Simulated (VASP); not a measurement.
# Pt (P6_3/mmc) in VASP: relaxation of cell and atoms with LDA

Aim: the relaxation of cell and atoms of Pt with LDA.

Program: VASP 6.6.1. These are calculated values, not measurements. Logs are shortened: lines on timing, memory, paths and dates and some standing lists are left out, and cuts for length are marked.

**1. The cell of the first run**

The structure is hexagonal, space group P6_3/mmc (No. 194). The conventional cell has a = 2.774 Å, b = 2.774 Å, c = 9.060 Å, α = 90.00°, β = 90.00°, γ = 120.00°. Within 3.7 Å of Pt (site symmetry -3m) lie 12 Pt at 2.77 Å. Pt (site symmetry -6m2) has 12 Pt at 2.77 Å within 3.7 Å.

This isn't the form of Pt at room conditions, which is fcc.

**2. Relaxation of cell and atoms, LDA**

Contents of INCAR:

```
SYSTEM = Pt
  ALGO = Normal
  EDIFF = 1E-7
  EDIFFG = -0.01
  ENCUT = 600
  IBRION = 2
  ISIF = 3
  ISMEAR = -1
  LASPH = .True.
  LCHARG = .False.
  LREAL = .False.
  LWAVE = .False.
  NELM = 80
  NSW = 80
  PREC = Accurate
  SIGMA = 0.1
```

Contents of KPOINTS:

```
k-points
0
Gamma
  13 13 4
  0 0 0
```

Contents of POSCAR:

```
Pt
1.0
    2.7740467412      0.0000000000      0.0000000000
   -1.3870233706      2.4023949491      0.0000000000
    0.0000000000      0.0000000000      9.0600366567
Pt
4
Direct
    0.0000000000      0.0000000000      0.0000000000
    0.0000000000      0.0000000000      0.5000000000
    0.3333333333      0.6666666667      0.2500000000
    0.6666666667      0.3333333333      0.7500000000
```

Potentials or basis: VASP PAW LDA potentials, release 64 (Pt).

Command:

```
cat potpaw_LDA.64/Pt/POTCAR > POTCAR
mpirun -np 1 vasp_std > vasp.out
```

OUTCAR:

```text
SYSTEM = Pt
   EDIFF = 1E-7
   EDIFFG = -0.01
   ENCUT = 600
   IBRION = 2
   ISIF = 3
   ISMEAR = -1
   LASPH = .True.
   LREAL = .False.
   NELM = 80
   NSW = 80
   PREC = Accurate

 ion  position               nearest neighbor table
   1  0.000  0.000  0.000-   3 2.77   4 2.77   3 2.77   4 2.77   4 2.77   3 2.77
   2  0.000  0.000  0.500-   3 2.77   4 2.77   3 2.77   4 2.77   4 2.77   3 2.77
   3  0.333  0.667  0.250-   1 2.77   2 2.77   1 2.77   2 2.77   1 2.77   2 2.77
   4  0.667  0.333  0.750-   1 2.77   2 2.77   1 2.77   2 2.77   1 2.77   2 2.77

  LATTYP: Found a hexagonal cell.
 ALAT       =     2.7740467412
 C/A-ratio  =     3.2660000000

  Lattice vectors:

 A1 = (   2.7740467412,   0.0000000000,   0.0000000000)
 A2 = (  -1.3870233706,   2.4023949491,   0.0000000000)
 A3 = (   0.0000000000,   0.0000000000,   9.0600366567)

Analysis of symmetry for initial positions (statically):
=====================================================================
 Subroutine PRICEL returns:
 Original cell was already a primitive cell.

 Routine SETGRP: Setting up the symmetry group for a
 hexagonal supercell.

 Subroutine GETGRP returns: Found 24 space group operations
 (whereof 12 operations were pure point group operations)
 out of a pool of 24 trial point group operations.

The static configuration has the point symmetry D_3d.
 The point group associated with its full space group is D_6h.

Analysis of symmetry for dynamics (positions and initial velocities):
=====================================================================
 Subroutine PRICEL returns:
 Original cell was already a primitive cell.

 Routine SETGRP: Setting up the symmetry group for a
 hexagonal supercell.

 Subroutine GETGRP returns: Found 24 space group operations
 (whereof 12 operations were pure point group operations)
 out of a pool of 24 trial point group operations.

The dynamic configuration has the point symmetry D_3d.
 The point group associated with its full space group is D_6h.

 Subroutine INISYM returns: Found 24 space group operations
 (whereof 12 operations are pure point group operations),
 and found     1 'primitive' translations

----------------------------------------------------------------------------------------

                                     Primitive cell

  volume of cell :      60.3793

  direct lattice vectors                    reciprocal lattice vectors
     2.774046741  0.000000000  0.000000000     0.360484193  0.208125646  0.000000000
    -1.387023371  2.402394949  0.000000000     0.000000000  0.416251291  0.000000000
     0.000000000  0.000000000  9.060036657     0.000000000  0.000000000  0.110374829

  length of vectors
     2.774046741  2.774046741  9.060036657     0.416251291  0.416251291  0.110374829

  position of ions in fractional coordinates (direct lattice)
     0.000000000  0.000000000  0.000000000
     0.000000000  0.000000000  0.500000000
     0.333333333  0.666666667  0.250000000
     0.666666667  0.333333333  0.750000000

  ion indices of the primitive-cell ions
   primitive index   ion index
                 1           1
                 2           2
                 3           3
                 4           4

----------------------------------------------------------------------------------------

 KPOINTS: k-points

Automatic generation of k-mesh.
 Grid dimensions read from file:
 generate k-points for:   13   13    4

 Generating k-lattice:

  Cartesian coordinates                     Fractional coordinates (reciprocal lattice)
     0.027729553  0.016009665  0.000000000     0.076923077  0.000000000  0.000000000
     0.000000000  0.032019330  0.000000000     0.000000000  0.076923077  0.000000000
     0.000000000  0.000000000  0.027593707     0.000000000  0.000000000  0.250000000

  Length of vectors
     0.032019330  0.032019330  0.027593707

  Shift w.r.t. Gamma in fractional coordinates (k-lattice)
     0.000000000  0.000000000  0.000000000

 Subroutine IBZKPT returns following result:
 ===========================================

 Found     63 irreducible k-points:

 Following reciprocal coordinates:
            Coordinates               Weight
  0.000000  0.000000  0.000000      1.000000
  0.076923  0.000000  0.000000      6.000000
  0.153846 -0.000000  0.000000      6.000000
  0.230769 -0.000000  0.000000      6.000000
  0.307692 -0.000000  0.000000      6.000000
  0.384615  0.000000  0.000000      6.000000
[... 16 lines left out ...]
  0.076923  0.000000  0.250000     12.000000
  0.153846 -0.000000  0.250000     12.000000
 [... further k-points ...]
   k-points           NKPTS =     63   k-points in BZ     NKDIM =     63   number of bands    NBANDS=     24
   number of dos      NEDOS =    301   number of ions     NIONS =      4
   total plane-waves  NPLWV =  41472
   dimension x,y,z NGX =    24 NGY =   24 NGZ =   72
   dimension x,y,z NGXF=    48 NGYF=   48 NGZF=  144
   ions per type =               4
   NGX,Y,Z   is equivalent  to a cutoff of  14.38, 14.38, 13.21 a.u.
   NGXF,Y,Z  is equivalent  to a cutoff of  28.77, 28.77, 26.42 a.u.
 SYSTEM =  Pt
   PREC   = accura    normal or accurate (medium, high low for compatibility)
   ISTART =      0    job   : 0-new  1-cont  2-samecut
   ICHARG =      2    charge: 1-file 2-atom 10-const
   ISPIN  =      1    spin polarized calculation?
   LNONCOLLINEAR =      F non collinear calculations
   LSORBIT =      F    spin-orbit coupling
   LASPH  =      T    aspherical Exc in radial PAW
   ENCUT  =  600.0 eV  44.10 Ry    6.64 a.u.   5.54  5.54 18.10*2*pi/ulx,y,z
   NELM   =     80;   NELMIN=  2; NELMDL= -5     # of ELM steps
   EDIFF  = 0.1E-06   stopping-criterion for ELM
   LREAL  =      F    real-space projection
   EDIFFG = -.1E-01   stopping-criterion for IOM
   NSW    =     80    number of steps for IOM
   IBRION =      2    ionic relax: 0-MD 1-quasi-New 2-CG
   NFREE  =      1    steps in history (QN), initial steepest desc. (CG)
   ISIF   =      3    stress and relaxation
   ISYM   =      2    0-nonsym 1-usesym 2-fastsym
   POTIM  = 0.5000    time-step for ionic-motion
   TEBEG  =    0.0;   TEEND  =   0.0 temperature during run
   PSTRESS=    0.0 pullay stress
   NELECT =      40.0000    total number of electrons
   NUPDOWN=      -1.0000    fix difference up-down
   EMIN   =  10.00;   EMAX   =-10.00  energy-range for DOS
   EFERMI =   0.00;   METHOD = LEGACY
   ISMEAR =    -1;   SIGMA  =   0.10  broadening in eV -4-tet -1-fermi 0-gaus
   EFERMI_NEDOS =   21; number of points for ismear=-14 and -15
   IALGO  =     38    algorithm
   IMIX   =      4    mixing-type and parameters
     AMIX     =   0.40;   BMIX     =  1.00
     AMIX_MAG =   1.60;   BMIX_MAG =  1.00
  volume/ion in A,a.u.               =      15.09       101.86
  Fermi-wavevector in a.u.,A,eV,Ry     =   1.427136  2.696897 27.711231  2.036718
  Thomas-Fermi vector in A             =   2.547338
   LORBIT       =      0    0 simple, 1 ext, 2 COOP (PROOUT), +10 PAW based schemes
   GGA     = CA    functional components
   LHFCALC =     F    Hartree Fock is set to
   AEXX    =    0.0000 exact exchange contribution
   IVDW    =     0    specifies the selected vdW correction
   LEPSILON=     F    determine dielectric tensor
   LRPA    =     F    only Hartree local field effects (RPA)
 conjugate gradient relaxation of ions
 non-spin polarized calculation
  energy-cutoff  :      600.00
  volume of cell :       60.38
 maximum number of plane-waves:      2052
 NGX is ok and might be reduce to    24
   NGX = 11   NGY = 11   NGZ = 37

--------------------------------------- Ionic step        1  -------------------------------------------

 number of electron      40.0000003 magnetization

 Free energy of the ion-electron system (eV)
  ---------------------------------------------------
  ext. energy  EPLUGINS =         0.00000000
  ---------------------------------------------------
  free energy    TOTEN  =       -29.97173585 eV

  energy without entropy =      -29.73647659  energy(sigma->0) =      -29.85410622

------------------------ aborting loop because EDIFF is reached ----------------------------------------

  FORCE on cell =-STRESS in cart. coord.  units (eV):
  Direction    XX          YY          ZZ          XY          YZ          ZX
  --------------------------------------------------------------------------------------
  -------------------------------------------------------------------------------------
  Total       -2.1357992     -2.1357992     -0.9358165      0.0000000     -0.0000000     -0.0000000
  in kB      -56.6738690    -56.6738690    -24.8320823      0.0000000     -0.0000000     -0.0000000
  external PRESSURE =     -46.0599401 kB  Pullay stress =       0.0000000 kB
[... 289 lines left out ...]
  energy  without entropy=      -29.7683647697  energy(sigma->0) =      -29.88118638

--------------------------------------- Ionic step        9  -------------------------------------------

 number of electron      40.0000003 magnetization

 Free energy of the ion-electron system (eV)
  ---------------------------------------------------
  ext. energy  EPLUGINS =         0.00000000
  ---------------------------------------------------
  free energy    TOTEN  =       -29.99409777 eV

  energy without entropy =      -29.76892266  energy(sigma->0) =      -29.88151021

 E-fermi :  11.4434     XC(G=0): -13.7737

 val. band max:       11.4252590378   @ k =   0.3846   0.1538   0.2500
 cond. band min:      11.4439078248   @ k =   0.3077  -0.0000   0.2500
 fundamental gap:      0.0186487870
 Fermi energy:        11.4434000556

 k-point     1 :       0.0000    0.0000    0.0000
  band No.  band energies     occupation
      1       1.0178      2.00000
      2       3.0030      2.00000
      3       3.0080      2.00000
      4       3.8532      2.00000
      5       7.1032      2.00000
      6       7.1558      2.00000
[... 637 lines left out ...]
     23      11.4917      0.76323
     24      13.5573      0.00000

 [... further k-points ...]
[... 5 lines left out ...]
  --------------------------------------------------------------------------------------
  -------------------------------------------------------------------------------------
  Total       -0.0043542     -0.0043542      0.0121757      0.0000000     -0.0000000      0.0000000
  in kB       -0.1173889     -0.1173889      0.3282546      0.0000000     -0.0000000      0.0000000
  external PRESSURE =       0.0311589 kB  Pullay stress =       0.0000000 kB
[... 19 lines left out ...]
  FREE ENERGIE OF THE ION-ELECTRON SYSTEM (eV)
  ---------------------------------------------------
  free  energy   TOTEN  =       -29.9940977662 eV

  energy  without entropy=      -29.7689226617  energy(sigma->0) =      -29.88151021

 reached required accuracy - stopping structural energy minimisation
```

Run time: 3.6 min. Hardware: 1 thread of Intel Xeon 6975P-C (Granite Rapids), shared host; peak memory 0.22 GiB.

Results:

| Item | Value |
| --- | --- |
| Free energy | -29.9941 eV |
| Relaxed volume | 14.86 Å³/atom |
| Relaxed cell | a = 2.741 Å, b = 2.741 Å, c = 9.132 Å, α = 90.00°, β = 90.00°, γ = 120.00° |
| Space group after relaxing (to 0.1 Å) | P6_3/mmc (No. 194) |
| Energy gained by relaxing | 5.6 meV/atom |
| Ionic steps | 9 |
| Pressure after relaxing | 0.0 GPa |

The path:
| step | energy change (eV) | largest force (eV/Å) | pressure (GPa) | volume (Å³) |
| --- | --- | --- | --- | --- |
| 1 | 0.0000 | 0.0000 | -4.61 | 60.38 |
| 2 | 0.1123 | 0.0000 | 16.35 | 56.66 |
| 3 | -0.0168 | 0.0000 | 0.31 | 59.36 |
| 4 | -0.0168 | 0.0000 | 0.42 | 59.34 |
| 5 | -0.0219 | 0.0000 | 0.19 | 59.39 |
| 6 | -0.0224 | 0.0000 | 0.14 | 59.40 |
| 7 | -0.0224 | 0.0000 | 0.14 | 59.40 |
| 8 | -0.0223 | 0.0000 | -0.38 | 59.50 |
| 9 | -0.0224 | 0.0000 | 0.00 | 59.43 |

Final structure:
```cif
data_structure
_symmetry_space_group_name_H-M 'P 1'
_symmetry_Int_Tables_number 1
_cell_length_a 2.7413
_cell_length_b 2.7413
_cell_length_c 9.1319
_cell_angle_alpha 90.000
_cell_angle_beta 90.000
_cell_angle_gamma 120.000
_cell_volume 59.43
loop_
_atom_site_label
_atom_site_type_symbol
_atom_site_fract_x
_atom_site_fract_y
_atom_site_fract_z
_atom_site_occupancy
Pt1 Pt 0.00000 0.00000 0.00000 1
Pt2 Pt 0.00000 0.00000 0.50000 1
Pt3 Pt 0.33333 0.66667 0.25000 1
Pt4 Pt 0.66667 0.33333 0.75000 1
```

Caveat: the highest band is partly filled, so the run has too few bands; spin-orbit coupling is left out, which moves the levels of the heavy elements.
